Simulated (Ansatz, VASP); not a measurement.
## Two plane-wave programs on Ni

```
Ni
1.0
    -1.40033    1.40033    1.40033
     1.40033   -1.40033    1.40033
     1.40033    1.40033   -1.40033
Ni
1
Direct
  0.00000 0.00000 0.00000
```

Alike in both runs: task single point; functional PBE; k mesh 18 × 18 × 18; occupations fermi-dirac, width 0.05 eV; collinear spin.

|  | VASP | Ansatz |
| --- | --- | --- |
| version | VASP 6.6.1 | Ansatz 0.2.0 |
| potentials or method | VASP PAW PBE potentials, release 64 (Ni), cutoff 600 eV | plane waves (420 eV) with PAW, scalar-relativistic |
| valence electrons in the cell | 10 | 18 |

Ansatz gave:

* pressure (GPa): 0.2
* net moment per atom (μB): 0.57
* size of the moment on the site where the two differ most (μB): 0.60

**Question.** Which values does VASP return?

**Answer.** Pressure (GPa): 0.0; net moment per atom (μB): 0.57; size of the moment on the site where the two differ most (μB): 0.57.

Site moments also hang on the region over which each program counts them. The functional is the same, so the differences come from potentials, cutoffs and numerics. VASP's potentials hold 10 valence electrons a cell and Ansatz's 18, so a difference there can come from the potentials and not from the codes.
